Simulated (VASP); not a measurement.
Wanted: the native input for a VASP 6.6.1 run.

| Property | Result |
| --- | --- |
| Task | single point |
| Functional | PBE |
| Potentials or basis | VASP PAW PBE potentials, release 64 (Li_sv) |
| Cutoff | 520 eV |
| k mesh | 6 × 6 × 4 |
| Occupations | gaussian, width 0.1 eV |
| Spin | no spin polarisation |
| Dipole correction | no |
| Further INCAR settings | ALGO = Fast; EDIFF = 1e-06; NBANDS = 10 |

The structure of Li lies in POSCAR:

```
Li
1.0
    3.9046056900      0.0000000000      0.0000000000
   -1.9523028400      3.3814877200      0.0000000000
    0.0000000000      0.0000000000      6.5565497900
Li
2
Direct
    0.3333333300      0.6666666700      0.0000000000
    0.6666666700      0.3333333300      0.0000000000
```

The cell was generated, and may not be a known phase.

These files were run (other wordings do the same):

INCAR

```
SYSTEM = Li
  PREC = Accurate
  ENCUT = 520
  EDIFF = 1E-6
  ISMEAR = 0
  SIGMA = 0.1
  LREAL = .FALSE.
  LASPH = .TRUE.
  NELM = 100
  ALGO = Fast
  ISIF = 2
  LWAVE = .FALSE.
  LCHARG = .FALSE.
  GGA = PE
  NBANDS = 10
```

KPOINTS

```
Automatic mesh
0
G
  6 6 4
  0 0 0
```

Potentials or basis: VASP PAW PBE potentials, release 64 (Li_sv).

Run with:

```bash
$ cat potpaw_PBE.64/Li_sv/POTCAR > POTCAR
$ mpirun -np 1 vasp_std > vasp.out
```

Results of the run:

| Property | Result |
| --- | --- |
| Band gap on the k mesh | zero (bands 3 and 4 overlap by 0.33 eV) |

It took 26 s on 1 thread of Intel Xeon 8259CL (shared host), peak memory 0.19 GiB.
